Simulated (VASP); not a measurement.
A run of VASP 6.6.1:

Contents of POSCAR:

```
NaH
1.0
    0.0000000000      2.4151018777      2.4151018777
    2.4151018777      0.0000000000      2.4151018777
    2.4151018777      2.4151018777      0.0000000000
Na H
1 1
Direct
    0.0000000000      0.0000000000      0.0000000000
    0.5000000000      0.5000000000      0.5000000000
```

INCAR.step1

```
ALGO = Normal
EDIFF = 1E-6
ENCUT = 400
GGA_COMPAT = False
ISIF = 2
ISMEAR = 0
LASPH = True
LCHARG = True
LORBIT = 11
LREAL = False
LWAVE = False
NBANDS = 11
NEDOS = 2001
NELM = 120
PREC = Accurate
SIGMA = 0.02
```

Contents of KPOINTS.step1:

```
k-points
0
Gamma
  8 8 8
```

INCAR.step2

```
ALGO = Normal
EDIFF = 1E-6
ENCUT = 400
GGA_COMPAT = False
ICHARG = 11
ISIF = 2
ISMEAR = -5
LASPH = True
LCHARG = False
LORBIT = 11
LREAL = False
LWAVE = False
NBANDS = 11
NEDOS = 2001
NELM = 120
PREC = Accurate
SIGMA = 0.02
```

Contents of KPOINTS.step2:

```
k-points
0
Gamma
  12 12 12
```

Potentials or basis: VASP PAW LDA potentials, release 64 (Na_pv, H).

Command:

```console
$ cat potpaw_LDA.64/Na_pv/POTCAR potpaw_LDA.64/H/POTCAR > POTCAR
$ cp INCAR.step1 INCAR
$ cp KPOINTS.step1 KPOINTS
$ mpirun -np 1 vasp_std > vasp.out
$ cp INCAR.step2 INCAR
$ cp KPOINTS.step2 KPOINTS
$ mpirun -np 1 vasp_std > vasp.out
```

Hardware: 1 thread of Intel Xeon 8259CL (shared host).

Task: How long does it take, and how much memory?

Result: Wall time 17 s on 1 thread of Intel Xeon 8259CL, on a shared host, peak memory 0.12 GiB. Counts: k points 72.
